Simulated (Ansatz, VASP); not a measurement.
## Two plane-wave programs on Hf2Si5

```
Si Hf
1.0
     3.63610    0.00000    0.00000
     0.00000    3.65000    0.00000
     0.00000    0.00000   29.35130
Si Hf
10 4
Direct
  0.25000 0.50000 0.25443
  0.75000 0.00000 0.25418
  0.25000 0.00000 0.34786
  0.75000 0.00000 0.40401
  0.25000 0.00000 0.50005
  0.75000 0.50000 0.49995
  0.25000 0.50000 0.59599
  0.75000 0.50000 0.65214
  0.25000 0.50000 0.74582
  0.75000 0.00000 0.74557
  0.75000 0.50000 0.32897
  0.25000 0.50000 0.42901
  0.75000 0.00000 0.57099
  0.25000 0.00000 0.67103
```

Alike in both runs: functional PBEsol; k mesh 10 × 10 × 1; occupations gaussian, width 0.1 eV; no spin polarisation.

Ansatz relaxed the structure, and its values are those at the end. VASP's run is a single point on that final structure, the one shown.

|  | VASP | Ansatz |
| --- | --- | --- |
| version | VASP 6.6.1 | Ansatz 0.2.0 |
| potentials or method | VASP PAW PBE potentials, release 64 (Si, Hf_pv), cutoff 400 eV | scalar-relativistic, plane waves, PAW |
| valence electrons in the cell | 80 | 144 |

Ansatz gave:

* gap on the k mesh at the Fermi level (eV): none
* rms of the force components (eV/Å): 0.001
* work function, face that differs most (eV): 5.28

**Question.** Estimate VASP's values.

**Answer.** gap on the k mesh at the Fermi level (eV): none; rms of the force components (eV/Å): 0.006; work function, face that differs most (eV): 5.28.

VASP's potentials were made for PBE, not for PBEsol. A gap of «none» marks a metal or a gap that the smearing closes. The functional is the same, so the differences come from potentials, cutoffs and numerics. VASP's potentials hold 80 valence electrons a cell and Ansatz's 144, so a difference there can come from the potentials and not from the codes.

Spin-orbit coupling is off throughout.
